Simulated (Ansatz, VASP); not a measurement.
**Two plane-wave programs on TePb**

The input INCAR:

```
  ALGO = Normal
  EDIFF = 1E-6
  ENCUT = 500
  GGA = PE
  GGA_COMPAT = False
  ISIF = 2
  ISMEAR = 0
  LASPH = True
  LCHARG = False
  LREAL = False
  LWAVE = False
  NBANDS = 17
  NELM = 120
  PREC = Accurate
  SIGMA = 0.02
```

The input KPOINTS:

```
k-points
0
Gamma
  8 8 8
```

Contents of POSCAR:

```
TePb
1.0
    0.0000000000      3.2860508033      3.2860508033
    3.2860508033      0.0000000000      3.2860508033
    3.2860508033      3.2860508033      0.0000000000
Te Pb
1 1
Direct
    0.5000000000      0.5000000000      0.5000000000
    0.0000000000      0.0000000000      0.0000000000
```

Input for Ansatz:

```yaml
crystal:
  lattice:
    - [0.0, 3.2860508033, 3.2860508033]
    - [3.2860508033, 0.0, 3.2860508033]
    - [3.2860508033, 3.2860508033, 0.0]
  atoms:
    - { symbol: Te, position: [0.5, 0.5, 0.5] }
    - { symbol: Pb, position: [0.0, 0.0, 0.0] }
basis:
  ecutwfc: 420
kpoints:
  mp_grid: { grid: [8, 8, 8] }
hamiltonian:
  xc: pbe
scf:
  occupations: { method: gaussian, width: 0.02 }
  n_extra_bands: 12
output:
  forces: false
  stress: false
  eigenvalues: true
  optics: { e_range: [0, 14], sigma: 0.1, nscf_kmesh: { grid: [12, 12, 12] } }
checkpoint:
  read: start.run
  write: ck
  compress: false
  write_wavefunctions: false
  write_every: 100000
```

Alike in both runs: task single point; functional PBE; k mesh 8 × 8 × 8; occupations gaussian, width 0.02 eV; no spin polarisation.

|  | VASP | Ansatz |
| --- | --- | --- |
| version | VASP 6.6.1 | Ansatz 0.2.0 |
| potentials or method | VASP PAW PBE potentials, release 64 (Te, Pb_d), cutoff 500 eV | scalar-relativistic, plane waves, PAW |
| valence electrons in the cell | 20 | 30 |

```tsv
	VASP	Ansatz	Ansatz less VASP
gap on the k mesh at the Fermi level (eV)	0.83	0.83	-0.004
least direct gap on the mesh (eV)	0.83	0.83	-0.004
```

With one functional, cell and mesh, what is left measures potentials, basis and numerics. VASP's potentials hold 20 valence electrons a cell and Ansatz's 30, so a difference there can come from the potentials and not from the codes.

Neither program's run includes spin-orbit coupling.
